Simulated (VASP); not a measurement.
# TiC (Fm-3m) in VASP: single point with r2SCAN

Aim: the single point of TiC with r2SCAN.

Program: VASP 6.6.1. These are calculated values, not measurements. Logs are shortened: lines on timing, memory, paths and dates and some standing lists are left out, and cuts for length are marked.

## (1) The cell of the first run

It takes space group Fm-3m (No. 225, cubic). Conventional cell: a = 4.328 Å, b = 4.328 Å, c = 4.328 Å, α = 90.00°, β = 90.00°, γ = 90.00°. Ti (site symmetry m-3m) has 6 C at 2.16 Å within 2.9 Å. C (site symmetry m-3m) has 6 Ti at 2.16 Å within 2.9 Å.

## (2) Single point, r2SCAN

Input file POSCAR:

```
TiC
1.0
    0.0000000000      2.1640000000      2.1640000000
    2.1640000000      0.0000000000      2.1640000000
    2.1640000000      2.1640000000      0.0000000000
Ti C
1 1
Direct
    0.0000000000      0.0000000000      0.0000000000
    0.5000000000      0.5000000000      0.5000000000
```

Input file INCAR.step1:

```
SYSTEM = TiC
PREC = Accurate ; ENCUT = 520
ISMEAR = 0 ; SIGMA = 0.15
LREAL = .False. ; LASPH = .True.
NELM = 60 ; NBANDS = 15
GGA = PE ; ALGO = Normal
EDIFF = 1E-4 ; LWAVE = .True.
LCHARG = .False.
```

Input file INCAR.step2:

```
SYSTEM = TiC
PREC = Accurate ; ENCUT = 520
EDIFF = 1E-6 ; ISMEAR = 0
SIGMA = 0.15 ; LREAL = .False.
LASPH = .True. ; NELM = 60
ALGO = Normal ; ISIF = 2
LWAVE = .False. ; LCHARG = .False.
METAGGA = R2SCAN ; LMIXTAU = .True.
NBANDS = 15 ; ISTART = 1
```

Input file KPOINTS:

```
Automatic mesh
0
Gamma
  20 20 20
  0 0 0
```

Potentials or basis: VASP PAW PBE potentials, release 64 (Ti_sv, C).

Run with:

```
$ cat potpaw_PBE.64/Ti_sv/POTCAR potpaw_PBE.64/C/POTCAR > POTCAR
$ cp INCAR.step1 INCAR
$ mpirun -np 1 vasp_std > vasp.out
$ cp INCAR.step2 INCAR
$ mpirun -np 1 vasp_std > vasp.out
```

OUTCAR:

```text
SYSTEM = TiC
   PREC = Accurate
   ENCUT = 520
   EDIFF = 1E-6
   ISMEAR = 0
   LREAL = .False.
   LASPH = .True.
   NELM = 60
   ISIF = 2
   METAGGA = R2SCAN
   ISTART = 1

 ion  position               nearest neighbor table
   1  0.000  0.000  0.000-   2 2.16   2 2.16   2 2.16   2 2.16   2 2.16   2 2.16
   2  0.500  0.500  0.500-   1 2.16   1 2.16   1 2.16   1 2.16   1 2.16   1 2.16

  LATTYP: Found a face centered cubic cell.
 ALAT       =     4.3280000000

  Lattice vectors:

 A1 = (   0.0000000000,   2.1640000000,   2.1640000000)
 A2 = (   2.1640000000,   0.0000000000,   2.1640000000)
 A3 = (   2.1640000000,   2.1640000000,   0.0000000000)

Analysis of symmetry for initial positions (statically):
=====================================================================
 Subroutine PRICEL returns:
 Original cell was already a primitive cell.

 Routine SETGRP: Setting up the symmetry group for a
 face centered cubic supercell.

 Subroutine GETGRP returns: Found 48 space group operations
 (whereof 48 operations were pure point group operations)
 out of a pool of 48 trial point group operations.

The static configuration has the point symmetry O_h .

Analysis of symmetry for dynamics (positions and initial velocities):
=====================================================================
 Subroutine PRICEL returns:
 Original cell was already a primitive cell.

 Routine SETGRP: Setting up the symmetry group for a
 face centered cubic supercell.

 Subroutine GETGRP returns: Found 48 space group operations
 (whereof 48 operations were pure point group operations)
 out of a pool of 48 trial point group operations.

The dynamic configuration has the point symmetry O_h .

 Subroutine INISYM returns: Found 48 space group operations
 (whereof 48 operations are pure point group operations),
 and found     1 'primitive' translations

----------------------------------------------------------------------------------------

                                     Primitive cell

  volume of cell :      20.2676

  direct lattice vectors                    reciprocal lattice vectors
     0.000000000  2.164000000  2.164000000    -0.231053604  0.231053604  0.231053604
     2.164000000  0.000000000  2.164000000     0.231053604 -0.231053604  0.231053604
     2.164000000  2.164000000  0.000000000     0.231053604  0.231053604 -0.231053604

  length of vectors
     3.060358149  3.060358149  3.060358149     0.400196582  0.400196582  0.400196582

  position of ions in fractional coordinates (direct lattice)
     0.000000000  0.000000000  0.000000000
     0.500000000  0.500000000  0.500000000

  ion indices of the primitive-cell ions
   primitive index   ion index
                 1           1
                 2           2

----------------------------------------------------------------------------------------

 KPOINTS: Automatic mesh

Automatic generation of k-mesh.
 Grid dimensions read from file:
 generate k-points for:   20   20   20

 Generating k-lattice:

  Cartesian coordinates                     Fractional coordinates (reciprocal lattice)
    -0.011552680  0.011552680  0.011552680     0.050000000  0.000000000  0.000000000
     0.011552680 -0.011552680  0.011552680     0.000000000  0.050000000  0.000000000
     0.011552680  0.011552680 -0.011552680     0.000000000  0.000000000  0.050000000

  Length of vectors
     0.020009829  0.020009829  0.020009829

  Shift w.r.t. Gamma in fractional coordinates (k-lattice)
     0.000000000  0.000000000  0.000000000

 Subroutine IBZKPT returns following result:
 ===========================================

 Found    256 irreducible k-points:

 Following reciprocal coordinates:
            Coordinates               Weight
  0.000000  0.000000  0.000000      1.000000
  0.050000  0.000000  0.000000      8.000000
  0.100000  0.000000  0.000000      8.000000
  0.150000  0.000000  0.000000      8.000000
  0.200000  0.000000  0.000000      8.000000
  0.250000  0.000000  0.000000      8.000000
[... 16 lines left out ...]
 -0.400000  0.050000  0.000000     24.000000
 -0.350000  0.050000  0.000000     24.000000
 [... further k-points ...]
   k-points           NKPTS =    256   k-points in BZ     NKDIM =    256   number of bands    NBANDS=     15
   number of dos      NEDOS =    301   number of ions     NIONS =      2
   total plane-waves  NPLWV =  13824
   dimension x,y,z NGX =    24 NGY =   24 NGZ =   24
   dimension x,y,z NGXF=    48 NGYF=   48 NGZF=   48
   ions per type =               1   1
   NGX,Y,Z   is equivalent  to a cutoff of  13.04, 13.04, 13.04 a.u.
   NGXF,Y,Z  is equivalent  to a cutoff of  26.07, 26.07, 26.07 a.u.
 SYSTEM =  TiC
   PREC   = accura    normal or accurate (medium, high low for compatibility)
   ISTART =      1    job   : 0-new  1-cont  2-samecut
   ICHARG =      0    charge: 1-file 2-atom 10-const
   ISPIN  =      1    spin polarized calculation?
   LNONCOLLINEAR =      F non collinear calculations
   LSORBIT =      F    spin-orbit coupling
   LASPH  =      T    aspherical Exc in radial PAW
   ENCUT  =  520.0 eV  38.22 Ry    6.18 a.u.   5.69  5.69  5.69*2*pi/ulx,y,z
   NELM   =     60;   NELMIN=  2; NELMDL=  0     # of ELM steps
   EDIFF  = 0.1E-05   stopping-criterion for ELM
   LREAL  =      F    real-space projection
   EDIFFG = 0.1E-04   stopping-criterion for IOM
   NSW    =      0    number of steps for IOM
   IBRION =     -1    ionic relax: 0-MD 1-quasi-New 2-CG
   NFREE  =      0    steps in history (QN), initial steepest desc. (CG)
   ISIF   =      2    stress and relaxation
   ISYM   =      2    0-nonsym 1-usesym 2-fastsym
   POTIM  = 0.5000    time-step for ionic-motion
   TEBEG  =    0.0;   TEEND  =   0.0 temperature during run
   PSTRESS=    0.0 pullay stress
   NELECT =      16.0000    total number of electrons
   NUPDOWN=      -1.0000    fix difference up-down
   EMIN   =  10.00;   EMAX   =-10.00  energy-range for DOS
   EFERMI =   0.00;   METHOD = LEGACY
   ISMEAR =     0;   SIGMA  =   0.15  broadening in eV -4-tet -1-fermi 0-gaus
   EFERMI_NEDOS =   21; number of points for ismear=-14 and -15
   IALGO  =     38    algorithm
   IMIX   =      4    mixing-type and parameters
     AMIX     =   0.40;   BMIX     =  1.00
     AMIX_MAG =   1.60;   BMIX_MAG =  1.00
  volume/ion in A,a.u.               =      10.13        68.39
  Fermi-wavevector in a.u.,A,eV,Ry     =   1.513030  2.859212 31.147275  2.289260
  Thomas-Fermi vector in A             =   2.622876
   LORBIT       =      0    0 simple, 1 ext, 2 COOP (PROOUT), +10 PAW based schemes
   METAGGA = R2SCAN    functional components
   LHFCALC =     F    Hartree Fock is set to
   AEXX    =    0.0000 exact exchange contribution
   IVDW    =     0    specifies the selected vdW correction
   LEPSILON=     F    determine dielectric tensor
   LRPA    =     F    only Hartree local field effects (RPA)
 non-spin polarized calculation
 Gauss-broadening in eV      SIGMA  =   0.15
  energy-cutoff  :      520.00
  volume of cell :       20.27
 maximum number of plane-waves:       568
   NGX = 11   NGY = 11   NGZ = 11

 number of electron      16.0000001 magnetization

 Free energy of the ion-electron system (eV)
  ---------------------------------------------------
  ext. energy  EPLUGINS =         0.00000000
  ---------------------------------------------------
  free energy    TOTEN  =       -24.87054601 eV

  energy without entropy =      -24.86807114  energy(sigma->0) =      -24.86930858

 E-fermi :   9.5197     XC(G=0): -13.6026

 val. band max:        9.5086300504   @ k =   0.1000   0.0000   0.0000
 cond. band min:       9.5986026647   @ k =   0.4000   0.3500   0.0500
 fundamental gap:      0.0899726143
 Fermi energy:         9.5196509025

 k-point     1 :       0.0000    0.0000    0.0000
  band No.  band energies     occupation
      1     -49.4538      2.00000
      2     -24.4306      2.00000
      3     -24.4305      2.00000
      4     -24.4305      2.00000
      5      -3.7003      2.00000
      6      10.3824      0.00000
      7      10.3824      0.00000
      8      10.3825      0.00000
      9      11.1861      0.00000
     10      11.1861      0.00000
     11      11.1861      0.00000
     12      11.2393      0.00000
     13      11.2393      0.00000
     14      20.7494      0.00000
     15      24.3578      0.00000

 k-point     2 :       0.0500    0.0000    0.0000
  band No.  band energies     occupation
      1     -49.4520      2.00000
      2     -24.4437      2.00000
      3     -24.4317      2.00000
      4     -24.4317      2.00000
      5      -3.6419      2.00000
      6      10.0090      0.00000
      7      10.1891      0.00000
      8      10.1892      0.00000
      9      10.6453      0.00000
     10      10.6453      0.00000
     11      11.4207      0.00000
     12      12.0604      0.00000
     13      12.0605      0.00000
     14      20.8616      0.00000
     15      24.3715      0.00000

 k-point     3 :       0.1000    0.0000    0.0000
  band No.  band energies     occupation
      1     -49.4466      2.00000
      2     -24.4819      2.00000
      3     -24.4352      2.00000
      4     -24.4351      2.00000
      5      -3.4692      2.00000
      6       9.2925      1.96779
      7       9.5086      1.08288
      8       9.5086      1.08276
      9      10.6874      0.00000
     10      10.6874      0.00000
     11      11.7507      0.00000
     12      12.9547      0.00000
     13      12.9547      0.00000
     14      21.1570      0.00000
     15      24.3724      0.00000

 k-point     4 :       0.1500    0.0000    0.0000
  band No.  band energies     occupation
      1     -49.4382      2.00000
      2     -24.5408      2.00000
      3     -24.4404      2.00000
      4     -24.4404      2.00000
      5      -3.1892      2.00000
      6       8.4500      2.00000
      7       8.8174      2.00000
      8       8.8174      2.00000
      9      10.8816      0.00000
     10      10.8816      0.00000
     11      12.0334      0.00000
     12      13.8612      0.00000
     13      13.8612      0.00000
     14      21.5010      0.00000
     15      24.3173      0.00000
[... 307 lines left out ...]
 k-point    22 :      -0.4500    0.0500    0.0000
  band No.  band energies     occupation
      1     -49.3777      2.00000
      2     -24.9391      2.00000
      3     -24.4881      2.00000
      4     -24.4782      2.00000
      5      -0.2776      2.00000
      6       3.5665      2.00000
      7       6.4085      2.00000
      8       6.4208      2.00000
      9      12.5953      0.00000
     10      12.6403      0.00000
     11      13.8334      0.00000
     12      17.6211      0.00000
     13      18.0269      0.00000
     14      18.6414      0.00000
     15      25.0838      0.00000

 k-point    23 :      -0.4000    0.0500    0.0000
  band No.  band energies     occupation
      1     -49.3820      2.00000
      2     -24.9116      2.00000
      3     -24.4878      2.00000
      4     -24.4731      2.00000
      5      -0.6157      2.00000
      6       3.9937      2.00000
      7       6.4946      2.00000
      8       6.5715      2.00000
      9      12.3923      0.00000
     10      12.5433      0.00000
     11      13.6310      0.00000
     12      17.3019      0.00000
     13      17.9136      0.00000
     14      18.9928      0.00000
     15      25.3716      0.00000

 k-point    24 :      -0.3500    0.0500    0.0000
  band No.  band energies     occupation
      1     -49.3894      2.00000
      2     -24.8629      2.00000
      3     -24.4850      2.00000
      4     -24.4663      2.00000
      5      -1.1039      2.00000
      6       4.6492      2.00000
      7       6.6824      2.00000
      8       6.8225      2.00000
      9      12.1026      0.00000
     10      12.3311      0.00000
     11      13.3433      0.00000
     12      16.7789      0.00000
     13      17.5665      0.00000
     14      19.6454      0.00000
     15      25.7187      0.00000

 [... further k-points ...]
[... 5 lines left out ...]
  --------------------------------------------------------------------------------------
  -------------------------------------------------------------------------------------
  Total        0.1144972      0.1144972      0.1144972      0.0000000      0.0000000     -0.0000000
  in kB        9.0511460      9.0511460      9.0511460      0.0000000      0.0000000     -0.0000000
  external PRESSURE =       9.0511460 kB  Pullay stress =       0.0000000 kB

 VOLUME and BASIS-vectors are now :
 -----------------------------------------------------------------------------
  energy-cutoff  :      520.00
  volume of cell :       20.27
      direct lattice vectors                 reciprocal lattice vectors
     0.000000000  2.164000000  2.164000000    -0.231053604  0.231053604  0.231053604
     2.164000000  0.000000000  2.164000000     0.231053604 -0.231053604  0.231053604
     2.164000000  2.164000000  0.000000000     0.231053604  0.231053604 -0.231053604

 POSITION                                       TOTAL-FORCE (eV/Angst)
 -----------------------------------------------------------------------------------
      0.00000      0.00000      0.00000         0.000000      0.000000      0.000000
      2.16400      2.16400      2.16400         0.000000      0.000000      0.000000
 -----------------------------------------------------------------------------------
    total drift:                                0.000000     -0.000000     -0.000000

  FREE ENERGIE OF THE ION-ELECTRON SYSTEM (eV)
  ---------------------------------------------------
  free  energy   TOTEN  =       -24.8705460105 eV

  energy  without entropy=      -24.8680711429  energy(sigma->0) =      -24.86930858
```

It took 3 min on 1 thread of Intel Xeon Platinum 8259CL at 2.50GHz (Skylake/Cascade Lake), shared host; peak memory 0.21 GiB.

Results:

```yaml
Free_energy: -24.8705 eV
Pressure: 0.9 GPa
Band_gap_on_the_k_mesh: zero (band 8 reaches 10.38 eV, above the bottom of band 9 at 9.06 eV)
```

Caveat: the PAW data sets were made with another functional, which shifts forces and pressure a little.
